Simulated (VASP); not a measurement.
NaF:

```
CELL_PARAMETERS angstrom
2.79349 0.08073 0.00000
0.08073 2.79349 0.00000
0.00000 0.00000 2.79349
ATOMIC_POSITIONS crystal
Na 0.00000 0.00000 0.00000
F 0.50000 0.50000 0.50000
```

This cell differs from its parent crystal: shear xy strain +5.8%.

Base run:

* Program: VASP 6.6.1
* Functional: PBE
* Potentials or basis: VASP PAW PBE potentials, release 64 (Na_pv, F)
* Cutoff: 520 eV
* k mesh: 10 × 10 × 10
* Occupations: fermi-dirac, width 0.02 eV
* Spin: no spin polarisation

Its results: band gap on the k mesh 6.12 eV (least direct gap 6.40 eV); pressure 4.5 GPa.

Q: The run is repeated on the same cell with these changes: functional from PBE to r2SCAN; occupations from fermi-dirac, width 0.02 eV to gaussian, width 0.01 eV. What comes out?

A: Band gap on the k mesh 7.12 eV (least direct gap 7.41 eV); pressure -0.6 GPa.

Caveats: the cell stands under pressure (at least some runs); the PAW data sets were made with another functional, which shifts forces and pressure a little (at least some runs).

A k mesh can miss the band edges.
